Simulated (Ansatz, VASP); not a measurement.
**Cd in VASP and in Ansatz**

```
Cd
1.0
     3.60390    0.00000    0.00000
     0.00000    3.60390    0.00000
     0.00000    0.00000   19.60390
Cd
3
Direct
  0.00000 0.00000 0.40808
  0.50000 0.50000 0.50000
  0.00000 0.00000 0.59192
```

Alike in both runs: task single point; functional PBE; k mesh 10 × 10 × 1; occupations fermi-dirac, width 0.05 eV; no spin polarisation.

|  | VASP | Ansatz |
| --- | --- | --- |
| version | VASP 6.6.1 | Ansatz 0.2.0 |
| potentials or method | VASP PAW PBE potentials, release 64 (Cd) | PAW with Ansatz's default frozen-core files, scalar-relativistic |
| plane-wave cutoff (eV) | 520 | 420 |
| valence electrons in the cell | 36 | 60 |

Ansatz gave:

| Property | Result |
| --- | --- |
| rms of the force components (eV/Å) | 0.013 |

Estimate VASP's values.

rms of the force components (eV/Å): 0.020.

Atom by atom the forces differ by 0.007 eV/Å (rms over components). The functional is the same, so the differences come from potentials, cutoffs and numerics. VASP's potentials hold 36 valence electrons a cell and Ansatz's 60, so a difference there can come from the potentials and not from the codes.
